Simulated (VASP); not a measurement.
Set up this calculation in VASP 6.6.1, as the native input.

```yaml
Task: single point
Functional: LDA
Potentials_or_basis: VASP PAW LDA potentials, release 64 (Mn_pv, Pt)
Cutoff: 520 eV
k_mesh: 8 × 8 × 8
Occupations: fermi-dirac, width 0.1 eV
Spin: collinear spin, ferromagnetic start
Starting_moments: "[4.5, 4.5, 0.0, 0.0] μB"
Hubbard_terms: Mn d U = 4.6 eV
Dipole_correction: no
Further_INCAR_settings: ALGO = Normal; EDIFF = 1e-06; NBANDS = 35
```

The structure of MnPt lies in POSCAR:

```
MnPt
1.0
   -2.7258966400     -2.7258966400      0.0000000000
   -2.7258966400      2.7258966400      0.0000000000
    0.0000000000      0.0000000000     -3.7120000000
Mn Pt
2 2
Direct
    0.0000000000      0.0000000000      0.0000000000
    0.5000000000      0.5000000000      0.0000000000
    0.0000000000      0.5000000000      0.5000000000
    0.5000000000      0.0000000000      0.5000000000
```

One way to write it, as run:

INCAR

```
SYSTEM = MnPt
PREC = Accurate
ENCUT = 520
EDIFF = 1E-6
ISMEAR = -1
SIGMA = 0.1
LREAL = .FALSE.
LASPH = .TRUE.
NELM = 150
ALGO = Normal
ISIF = 2
LWAVE = .FALSE.
LCHARG = .FALSE.
ISPIN = 2
MAGMOM = 4.5 4.5 0 0
LORBIT = 11
LMAXMIX = 4
LDAU = .TRUE.
LDAUTYPE = 2
LDAUL = 2 -1
LDAUU = 4.6 0
LDAUJ = 0 0
LDAUPRINT = 1
NBANDS = 35
```

KPOINTS

```
regular mesh
0
G
  8 8 8
  0 0 0
```

Potentials or basis: VASP PAW LDA potentials, release 64 (Mn_pv, Pt).

Run with:

```bash
$ cat potpaw_LDA.64/Mn_pv/POTCAR potpaw_LDA.64/Pt/POTCAR > POTCAR
$ mpirun -np 1 vasp_std > vasp.out
```

It gave:

* Pressure: 17.5 GPa
* Net moment: 9.09 μB per cell
* Site moments: Mn +4.24; Pt +0.16 μB
* Valence electrons inside the program's atomic spheres: Mn 11.61; Pt 9.60

Caveat: the U is typed as a test and isn't derived for this compound.

Wall time 110 s on 1 thread of AMD EPYC 9R45 96-Core Processor (Zen 5) (shared host), peak memory 0.28 GiB.
